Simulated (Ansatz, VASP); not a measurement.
**BN in VASP and in Ansatz**

INCAR

```
ALGO = Normal
EDIFF = 1E-6
ENCUT = 600
GGA = PE
GGA_COMPAT = F
ISIF = 2
ISMEAR = 0
LASPH = T
LCHARG = F
LREAL = F
LWAVE = F
NBANDS = 11
NELM = 120
PREC = Accurate
SIGMA = 0.02
```

KPOINTS

```
k-points
0
Gamma
  12 12 12
```

POSCAR

```
BN
1.0
    0.0000000000      1.8651007915      1.8651007915
    1.8651007915      0.0000000000      1.8651007915
    1.8651007915      1.8651007915      0.0000000000
B N
1 1
Direct
    0.0000000000      0.0000000000      0.0000000000
    0.2500000000      0.2500000000      0.2500000000
```

Input for Ansatz:

```yaml
crystal:
  lattice:
    - [0.0, 1.8651007915, 1.8651007915]
    - [1.8651007915, 0.0, 1.8651007915]
    - [1.8651007915, 1.8651007915, 0.0]
  atoms:
    - { symbol: B, position: [0.0, 0.0, 0.0] }
    - { symbol: "N", position: [0.25, 0.25, 0.25] }
basis: {}
kpoints:
  mp_grid: { grid: [12, 12, 12] }
hamiltonian:
  xc: pbe
  pseudopotentials: { kind: all_electron, lapw: {} }
scf:
  occupations: { method: gaussian, width: 0.02 }
output:
  forces: true
  stress: true
  eigenvalues: true
```

Alike in both runs: task single point; functional PBE; k mesh 12 × 12 × 12; occupations gaussian, width 0.02 eV; no spin polarisation.

|  | VASP | Ansatz |
| --- | --- | --- |
| version | VASP 6.6.1 | Ansatz 0.2.0 |
| potentials or method | VASP PAW PBE potentials, release 64 (B, N), cutoff 600 eV | scalar-relativistic, all-electron LAPW |

```tsv
	VASP	Ansatz	Ansatz less VASP
gap on the k mesh at the Fermi level (eV)	4.35	4.36	+0.006
least direct gap on the mesh (eV)	8.37	8.38	+0.006
pressure (GPa)	-27.5	-27.3	+0.18
```

Ansatz ran all-electron here, and VASP with PAW potentials.
